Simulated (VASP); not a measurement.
# CoO (I4/mmm) in VASP: further runs

The runs below take CoO through single point, with PBE.

All numbers are computed with VASP 6.6.1; they aren't measurements. Logs are shortened: lines on timing, memory, paths and dates and some standing lists are left out, and cuts for length are marked.

### Step 1. The cell of the first run

Symmetry: I4/mmm, No. 139, tetragonal system. Conventional cell: a = 3.016 Å, b = 3.016 Å, c = 4.214 Å, α = 90.00°, β = 90.00°, γ = 90.00°. Within 2.8 Å of Co (site symmetry 4/mmm) lie 6 O at 2.11 to 2.13 Å. Within 2.8 Å of O (site symmetry 4/mmm) lie 6 Co at 2.11 to 2.13 Å.

### Step 2. Single point, PBE, collinear spin, ferromagnetic start

INCAR

```
ALGO     = Normal         # electronic algorithm
EDIFF    = 1E-6           # SCF threshold, eV
ENCUT    = 520            # plane-wave cutoff, eV
GGA      = PE             # functional
ISIF     = 2              # what is computed and relaxed
ISMEAR   = 0              # smearing method
ISPIN    = 2              # spin polarisation
LASPH    = T              # aspherical terms in the spheres
LCHARG   = F              # write CHGCAR
LMAXMIX  = 4              # l up to which the mixer works
LORBIT   = 11             # projections on sites
LREAL    = F              # projectors in reciprocal space
LWAVE    = F              # write WAVECAR
MAGMOM   = 2.73 0.35      # initial moments
NBANDS   = 18             # bands
NELM     = 150            # most SCF steps
PREC     = Accurate       # precision mode
SIGMA    = 0.1            # smearing width, eV
```

KPOINTS

```
k-points
0
Gamma
  20 20 20
```

POSCAR

```
CoO
1.0
   -1.5080001529      1.5080001529      2.1072499549
    1.5080001529     -1.5080001529      2.1072499549
    1.5080001529      1.5080001529     -2.1072499549
Co O
1 1
Direct
    0.0000000000      0.0000000000      0.0000000000
    0.5000000000      0.5000000000      0.0000000000
```

Potentials or basis: VASP PAW PBE potentials, release 64 (Co, O).

Launch:

```console
$ cat potpaw_PBE.64/Co/POTCAR potpaw_PBE.64/O/POTCAR > POTCAR
$ mpirun -np 1 vasp_std > vasp.out
```

OUTCAR:

```text
EDIFF = 1E-6
   ENCUT = 520
   GGA = PE
   ISIF = 2
   ISMEAR = 0
   ISPIN = 2
   LASPH = T
   LORBIT = 11
   LREAL = F
   NELM = 150
   PREC = Accurate

 ion  position               nearest neighbor table
   1  0.000  0.000  0.000-   2 2.11   2 2.11   2 2.13   2 2.13   2 2.13   2 2.13
   2  0.500  0.500  0.000-   1 2.11   1 2.11   1 2.13   1 2.13   1 2.13   1 2.13

  LATTYP: Found a body centered tetragonal cell.
 ALAT       =     3.0160003058
 C/A-ratio  =     1.3973804650

  Lattice vectors:

 A1 = (  -1.5080001529,   1.5080001529,   2.1072499549)
 A2 = (   1.5080001529,  -1.5080001529,   2.1072499549)
 A3 = (   1.5080001529,   1.5080001529,  -2.1072499549)

Analysis of symmetry for initial positions (statically):
=====================================================================
 Subroutine PRICEL returns:
 Original cell was already a primitive cell.

 Routine SETGRP: Setting up the symmetry group for a
 body centered tetragonal supercell.

 Subroutine GETGRP returns: Found 16 space group operations
 (whereof 16 operations were pure point group operations)
 out of a pool of 16 trial point group operations.

The static configuration has the point symmetry D_4h.

Analysis of symmetry for dynamics (positions and initial velocities):
=====================================================================
 Subroutine PRICEL returns:
 Original cell was already a primitive cell.

 Routine SETGRP: Setting up the symmetry group for a
 body centered tetragonal supercell.

 Subroutine GETGRP returns: Found 16 space group operations
 (whereof 16 operations were pure point group operations)
 out of a pool of 16 trial point group operations.

The dynamic configuration has the point symmetry D_4h.

Analysis of structural, dynamic, and magnetic symmetry:
=====================================================================
 Subroutine PRICEL returns:
 Original cell was already a primitive cell.

 Routine SETGRP: Setting up the symmetry group for a
 body centered tetragonal supercell.

 Subroutine GETGRP returns: Found 16 space group operations
 (whereof 16 operations were pure point group operations)
 out of a pool of 16 trial point group operations.

The overall configuration has the point symmetry D_4h.

[... 114 lines left out ...]
   EFERMI_NEDOS =   21; number of points for ismear=-14 and -15
   IALGO  =     38    algorithm
   IMIX   =      4    mixing-type and parameters
     AMIX     =   0.40;   BMIX     =  1.00
     AMIX_MAG =   1.60;   BMIX_MAG =  1.00
  volume/ion in A,a.u.               =       9.58        64.68
  Fermi-wavevector in a.u.,A,eV,Ry     =   1.508617  2.850873 30.965840  2.275925
  Thomas-Fermi vector in A             =   2.619048
   LORBIT       =     11    0 simple, 1 ext, 2 COOP (PROOUT), +10 PAW based schemes
   GGA     = PE    functional components
   LHFCALC =     F    Hartree Fock is set to
   AEXX    =    0.0000 exact exchange contribution
   IVDW    =     0    specifies the selected vdW correction
   LEPSILON=     F    determine dielectric tensor
   LRPA    =     F    only Hartree local field effects (RPA)
 spin polarized calculation
 Gauss-broadening in eV      SIGMA  =   0.10
  energy-cutoff  :      520.00
  volume of cell :       19.17
 maximum number of plane-waves:       533
   NGX = 11   NGY = 11   NGZ = 11

 number of electron      15.0000006 magnetization       2.8860662

 Free energy of the ion-electron system (eV)
  ---------------------------------------------------
  ext. energy  EPLUGINS =         0.00000000
  ---------------------------------------------------
  free energy    TOTEN  =       -13.05641329 eV

  energy without entropy =      -13.03459510  energy(sigma->0) =      -13.04550419

 E-fermi :   8.0187     XC(G=0): -12.4547

 val. band max:        8.0178171009   @ k =  -0.0500   0.4500   0.0500
 cond. band min:       8.0188847896   @ k =  -0.4000  -0.4500   0.0500
 fundamental gap:      0.0010676887
 Fermi energy:         8.0186885172

 spin component 1

 k-point     1 :       0.0000    0.0000    0.0000
  band No.  band energies     occupation
      1     -12.2433      1.00000
      2       4.7540      1.00000
      3       4.7648      1.00000
      4       4.8452      1.00000
      5       4.8841      1.00000
      6       4.8841      1.00000
[... 493 lines left out ...]
     17      35.1248      0.00000
     18      37.3926      0.00000

 [... further k-points ...]

 spin component 2

 k-point     1 :       0.0000    0.0000    0.0000
  band No.  band energies     occupation
      1     -11.7491      1.00000
      2       5.3831      1.00000
      3       5.4428      1.00000
      4       5.4428      1.00000
      5       6.8910      1.00000
      6       6.8911      1.00000
[... 493 lines left out ...]
     17      35.5139      0.00000
     18      37.9602      0.00000

 [... further k-points ...]

------------------------ aborting loop because EDIFF is reached ----------------------------------------

  FORCE on cell =-STRESS in cart. coord.  units (eV):
  Direction    XX          YY          ZZ          XY          YZ          ZX
  --------------------------------------------------------------------------------------
  -------------------------------------------------------------------------------------
  Total       -0.0710965     -0.0710965     -0.0663400      0.0000000      0.0000000      0.0000000
  in kB       -5.9426499     -5.9426499     -5.5450715      0.0000000      0.0000000      0.0000000
  external PRESSURE =      -5.8101238 kB  Pullay stress =       0.0000000 kB

 VOLUME and BASIS-vectors are now :
 -----------------------------------------------------------------------------
  energy-cutoff  :      520.00
  volume of cell :       19.17
      direct lattice vectors                 reciprocal lattice vectors
    -1.508000153  1.508000153  2.107249955     0.000000000  0.331564953  0.237276076
     1.508000153 -1.508000153  2.107249955     0.331564953  0.000000000  0.237276076
     1.508000153  1.508000153 -2.107249955     0.331564953  0.331564953  0.000000000

 POSITION                                       TOTAL-FORCE (eV/Angst)
 -----------------------------------------------------------------------------------
      0.00000      0.00000      0.00000         0.000000     -0.000000      0.000000
      0.00000      0.00000      2.10725        -0.000000      0.000000      0.000000
 -----------------------------------------------------------------------------------
    total drift:                               -0.000000      0.000000     -0.000000

  FREE ENERGIE OF THE ION-ELECTRON SYSTEM (eV)
  ---------------------------------------------------
  free  energy   TOTEN  =       -13.0564132863 eV

  energy  without entropy=      -13.0345951010  energy(sigma->0) =      -13.04550419

 total charge

# of ion       s       p       d       tot
------------------------------------------
    1        0.296   0.361   7.150   7.808
    2        1.556   3.427   0.000   4.983
--------------------------------------------------
tot          1.852   3.788   7.150  12.791

 magnetization (x)

# of ion       s       p       d       tot
------------------------------------------
    1        0.021   0.018   2.504   2.543
    2        0.029   0.265   0.000   0.293
--------------------------------------------------
tot          0.049   0.282   2.504   2.836
```

It took 3 min on 1 thread of Intel Xeon 6975P-C (Granite Rapids), shared host; peak memory 0.43 GiB.

What came out:

```yaml
Free_energy: -13.0564 eV
Pressure: -0.6 GPa
Net_moment: 2.89 μB per cell
Site_moments: Co +2.54; O +0.29 μB
Valence_electrons_inside_the_program's_atomic_spheres: Co 7.81; O 4.98
```

Caveat: a cell with one magnetic atom can't hold antiferromagnetic order, which such compounds often take; semilocal functionals often make such compounds metallic where correlation or magnetic order opens a gap, which also shifts bond lengths. With open d or f shells a metallic result of PBE can be an artefact of self-interaction; +U or a hybrid may open a gap.

### Step 3. Single point, PBE, collinear spin, ferromagnetic start

INCAR

```
SYSTEM = CoO
ALGO = Normal ; EDIFF = 1E-6
ENCUT = 520 ; GGA = PE
ISIF = 2 ; ISMEAR = -1
ISPIN = 2 ; LASPH = .TRUE.
LCHARG = .TRUE. ; LELF = .TRUE.
LMAXMIX = 4 ; LORBIT = 11
LREAL = .FALSE. ; LVHAR = .TRUE.
LWAVE = .FALSE. ; MAGMOM = 2.7 0.34
NBANDS = 18 ; NELM = 150
PREC = Accurate ; SIGMA = 0.1
```

KPOINTS

```
k-points
0
G
  20 20 20
  0 0 0
```

POSCAR

```
CoO
1.0
   -1.5015669741      1.5015669741      2.1227140487
    1.5015669741     -1.5015669741      2.1227140487
    1.5015669741      1.5015669741     -2.1227140487
Co O
1 1
Direct
    0.0000000000      0.0000000000      0.0000000000
    0.5000000000      0.5000000000      0.0000000000
```

Potentials or basis: VASP PAW PBE potentials, release 64 (Co, O).

Launch:

```console
$ cat potpaw_PBE.64/Co/POTCAR potpaw_PBE.64/O/POTCAR > POTCAR
$ mpirun -np 1 vasp_std > vasp.out
```

Run time: 2.5 min. Hardware: 1 thread of Intel Xeon 6975P-C (Granite Rapids), shared host; peak memory 0.43 GiB.

Results (log left out):

```
Free energy                                           : -13.1124 eV
Pressure                                              : -0.6 GPa
Net moment                                            : 2.81 μB per cell
Site moments                                          : Co +2.49; O +0.27 μB
Valence electrons inside the program's atomic spheres : Co 7.81; O 4.98
```

Levels at points of the mesh, in eV from the Fermi level:
Spin up:
| k point | band 7 | band 8 | band 9 | band 10 | band 11 | band 12 |
| --- | --- | --- | --- | --- | --- | --- |
| (0.00, 0.00, 0.00) | -3.01 | -3.01 | -3.01 | 1.06 | 16.89 | 18.22 |
| (0.50, 0.00, 0.00) | -1.73 | 0.16 | 0.17 | 5.10 | 9.44 | 13.51 |
| (0.50, 0.50, 0.00) | -2.34 | -1.99 | -1.98 | 5.95 | 9.88 | 11.75 |
| (0.50, 0.50, 0.50) | -2.34 | -1.99 | -1.99 | 5.95 | 9.89 | 11.74 |
Spin down:
```csv
k point,band 4,band 5,band 6,band 7,band 8,band 9
"(0.00, 0.00, 0.00)",-2.65,-1.11,-1.11,-1.11,0.06,0.06
"(0.50, 0.00, 0.00)",-4.71,-0.13,-0.13,0.17,2.71,2.71
"(0.50, 0.50, 0.00)",-3.90,-2.25,0.13,0.13,0.54,1.01
"(0.50, 0.50, 0.50)",-3.90,-2.25,0.13,0.13,0.54,1.01
```

Caveat: a cell with one magnetic atom can't hold antiferromagnetic order, which such compounds often take; semilocal functionals often make such compounds metallic where correlation or magnetic order opens a gap, which also shifts bond lengths.

### Step 4. Single point, PBE, collinear spin, ferromagnetic start (9.01 Å³/atom)

This run uses another cell than the first one, of 9.01 Å³/atom.

INCAR

```
PREC = Accurate
ENCUT = 520
EDIFF = 1E-6
ISMEAR = 0
SIGMA = 0.1
LREAL = False
LASPH = True
NELM = 150
ALGO = Normal
ISIF = 2
LWAVE = False
LCHARG = False
ISPIN = 2
MAGMOM = 2.73 0.35
LORBIT = 11
LMAXMIX = 4
GGA = PE
NBANDS = 18
```

KPOINTS

```
regular mesh
0
Gamma
  20 20 20
```

POSCAR

```
CoO
1.0
   -1.4721465091      1.4721465091      2.0784712654
    1.4721465091     -1.4721465091      2.0784712654
    1.4721465091      1.4721465091     -2.0784712654
Co O
1 1
Direct
    0.0000000000      0.0000000000      0.0000000000
    0.5000000000      0.5000000000      0.0000000000
```

Potentials or basis: VASP PAW PBE potentials, release 64 (Co, O).

Launch:

```console
$ cat potpaw_PBE.64/Co/POTCAR potpaw_PBE.64/O/POTCAR > POTCAR
$ mpirun -np 1 vasp_std > vasp.out
```

OUTCAR:

```text
PREC = Accurate
   ENCUT = 520
   EDIFF = 1E-6
   ISMEAR = 0
   LREAL = False
   LASPH = True
   NELM = 150
   ISIF = 2
   ISPIN = 2
   LORBIT = 11
   GGA = PE

 ion  position               nearest neighbor table
   1  0.000  0.000  0.000-   2 2.08   2 2.08   2 2.08   2 2.08   2 2.08   2 2.08
   2  0.500  0.500  0.000-   1 2.08   1 2.08   1 2.08   1 2.08   1 2.08   1 2.08

  LATTYP: Found a body centered tetragonal cell.
 ALAT       =     2.9442930182
 C/A-ratio  =     1.4118644120

  Lattice vectors:

 A1 = (  -1.4721465091,   1.4721465091,   2.0784712654)
 A2 = (   1.4721465091,  -1.4721465091,   2.0784712654)
 A3 = (   1.4721465091,   1.4721465091,  -2.0784712654)

Analysis of symmetry for initial positions (statically):
=====================================================================
 Subroutine PRICEL returns:
 Original cell was already a primitive cell.

 Routine SETGRP: Setting up the symmetry group for a
 body centered tetragonal supercell.

 Subroutine GETGRP returns: Found 16 space group operations
 (whereof 16 operations were pure point group operations)
 out of a pool of 16 trial point group operations.

The static configuration has the point symmetry D_4h.

Analysis of symmetry for dynamics (positions and initial velocities):
=====================================================================
 Subroutine PRICEL returns:
 Original cell was already a primitive cell.

 Routine SETGRP: Setting up the symmetry group for a
 body centered tetragonal supercell.

 Subroutine GETGRP returns: Found 16 space group operations
 (whereof 16 operations were pure point group operations)
 out of a pool of 16 trial point group operations.

The dynamic configuration has the point symmetry D_4h.

Analysis of structural, dynamic, and magnetic symmetry:
=====================================================================
 Subroutine PRICEL returns:
 Original cell was already a primitive cell.

 Routine SETGRP: Setting up the symmetry group for a
 body centered tetragonal supercell.
[... 148 lines left out ...]
  ext. energy  EPLUGINS =         0.00000000
  ---------------------------------------------------
  free energy    TOTEN  =       -13.02331034 eV

  energy without entropy =      -13.00092381  energy(sigma->0) =      -13.01211708

 E-fermi :   8.9286     XC(G=0): -12.8160

 val. band max:        8.9264603180   @ k =  -0.3500   0.3500   0.1500
 cond. band min:       8.9288144214   @ k =  -0.4500   0.2500  -0.0000
 fundamental gap:      0.0023541034
 Fermi energy:         8.9286299986

 spin component 1

 k-point     1 :       0.0000    0.0000    0.0000
  band No.  band energies     occupation
      1     -11.9507      1.00000
      2       5.4706      1.00000
      3       5.4755      1.00000
      4       5.4755      1.00000
      5       5.7455      1.00000
      6       5.7458      1.00000
[... 493 lines left out ...]
     17      37.0389      0.00000
     18      39.3273      0.00000

 [... further k-points ...]

 spin component 2

 k-point     1 :       0.0000    0.0000    0.0000
  band No.  band energies     occupation
      1     -11.5479      1.00000
      2       5.9191      1.00000
      3       5.9270      1.00000
      4       5.9270      1.00000
      5       7.6544      1.00000
      6       7.6545      1.00000
[... 493 lines left out ...]
     17      37.4170      0.00000
     18      39.8696      0.00000

 [... further k-points ...]

------------------------ aborting loop because EDIFF is reached ----------------------------------------

  FORCE on cell =-STRESS in cart. coord.  units (eV):
  Direction    XX          YY          ZZ          XY          YZ          ZX
  --------------------------------------------------------------------------------------
  -------------------------------------------------------------------------------------
  Total        1.1129084      1.1129084      1.1289237      0.0000000      0.0000000      0.0000000
  in kB       98.9609616     98.9609616    100.3850621      0.0000000      0.0000000      0.0000000
  external PRESSURE =      99.4356618 kB  Pullay stress =       0.0000000 kB

 VOLUME and BASIS-vectors are now :
 -----------------------------------------------------------------------------
  energy-cutoff  :      520.00
  volume of cell :       18.02
      direct lattice vectors                 reciprocal lattice vectors
    -1.472146509  1.472146509  2.078471265     0.000000000  0.339640108  0.240561420
     1.472146509 -1.472146509  2.078471265     0.339640108  0.000000000  0.240561420
     1.472146509  1.472146509 -2.078471265     0.339640108  0.339640108  0.000000000

 POSITION                                       TOTAL-FORCE (eV/Angst)
 -----------------------------------------------------------------------------------
      0.00000      0.00000      0.00000        -0.000000     -0.000000      0.000000
      0.00000      0.00000      2.07847         0.000000      0.000000      0.000000
 -----------------------------------------------------------------------------------
    total drift:                               -0.000000      0.000000     -0.000000

  FREE ENERGIE OF THE ION-ELECTRON SYSTEM (eV)
  ---------------------------------------------------
  free  energy   TOTEN  =       -13.0233103418 eV

  energy  without entropy=      -13.0009238109  energy(sigma->0) =      -13.01211708

 total charge

# of ion       s       p       d       tot
------------------------------------------
    1        0.313   0.403   7.217   7.932
    2        1.558   3.449   0.000   5.007
--------------------------------------------------
tot          1.871   3.852   7.217  12.939

 magnetization (x)

# of ion       s       p       d       tot
------------------------------------------
    1        0.021   0.019   2.313   2.354
    2        0.030   0.203   0.000   0.233
--------------------------------------------------
tot          0.051   0.222   2.313   2.587
```

stdout:

```text
POSCAR found type information on POSCAR CoO
 POSCAR found :  2 types and       2 ions
 scaLAPACK will be used
 LDA part: xc-table for (Slater+PW92), standard interpolation
 POSCAR, INCAR and KPOINTS ok, starting setup
 FFT: planning ... GRIDC
 FFT: planning ... GRID_SOFT
 FFT: planning ... GRID
 WAVECAR not read
 entering main loop
```

Wall time 2.8 min (1 thread of Intel Xeon 6975P-C (Granite Rapids), shared host); peak memory 0.43 GiB.

What came out:

```yaml
Free_energy: -13.0233 eV
Pressure: 9.9 GPa
Net_moment: 2.63 μB per cell
Site_moments: Co +2.35; O +0.23 μB
Valence_electrons_inside_the_program's_atomic_spheres: Co 7.93; O 5.01
```

Caveat: the cell stands under pressure; a cell with one magnetic atom can't hold antiferromagnetic order, which such compounds often take; semilocal functionals often make such compounds metallic where correlation or magnetic order opens a gap, which also shifts bond lengths.

### Step 5. Overview

| cell | smearing | gap on the mesh (eV) | pressure (GPa) | moment (μB) |
| --- | --- | --- | --- | --- |
| a = 2.998 Å, angles 119.6, 119.6, 90.7°, 2 atoms | gaussian 0.1 eV | none | -0.6 | 2.89 |
| a = 3.003 Å, angles 120.0, 120.0, 90.0°, 2 atoms | fermi-dirac 0.1 eV | none | -0.6 | 2.81 |
| a = 2.942 Å, angles 119.9, 119.9, 90.1°, 2 atoms | gaussian 0.1 eV | none | 9.9 | 2.63 |

Alike in all rows: task single point; level PBE; potentials or basis VASP PAW PBE potentials, release 64 (Co, O); spin collinear, ferromagnetic start; k mesh 20 × 20 × 20; cutoff (eV) 520.

Caveats: a cell with one magnetic atom can't hold antiferromagnetic order, which such compounds often take; semilocal functionals often make such compounds metallic where correlation or magnetic order opens a gap, which also shifts bond lengths; the cell stands under pressure (at least some runs).

Total energies depend on the potentials used, so only differences within one code and one set of settings carry meaning.
